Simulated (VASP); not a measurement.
Write the native input for VASP 6.6.1 that does the following.

```yaml
Task: electric field gradients
Functional: PBE
Potentials_or_basis: VASP PAW PBE potentials, release 64 (Rh_pv)
Cutoff: 520 eV
k_mesh: 16 × 16 × 16
Occupations: fermi-dirac, width 0.08 eV
Spin: no spin polarisation
Dipole_correction: no
Further_INCAR_settings: ALGO = Normal; EDIFF = 1e-08; NBANDS = 14
```

The structure of Rh lies in POSCAR:

```
Rh
1.0
    0.0000000000      1.9015500000      1.9015500000
    1.9015500000      0.0000000000      1.9015500000
    1.9015500000      1.9015500000      0.0000000000
Rh
1
Direct
    0.0000000000      0.0000000000      0.0000000000
```

These files were run (other wordings do the same):

INCAR

```
SYSTEM = Rh
  PREC = Accurate
  ENCUT = 520
  EDIFF = 1E-8
  ISMEAR = -1
  SIGMA = 0.08
  LREAL = .False.
  LASPH = .True.
  NELM = 100
  ALGO = Normal
  ISIF = 2
  LWAVE = .False.
  LCHARG = .False.
  GGA = PE
  LEFG = .True.
  NBANDS = 14
```

KPOINTS

```
regular mesh
0
Gamma
  16 16 16
  0 0 0
```

Potentials or basis: VASP PAW PBE potentials, release 64 (Rh_pv).

Command:

```sh
$ cat potpaw_PBE.64/Rh_pv/POTCAR > POTCAR
$ mpirun -np 1 vasp_std > vasp.out
```

Results of the run:

```
Pressure : 6.1 GPa
```

Caveat: without QUAD_EFG the Cq values of the log hold for a quadrupole moment of 1 mb, not for the nuclei.

It took 36 s on 1 thread of Intel Xeon 8259CL, with other jobs on the host, peak memory 0.15 GiB.
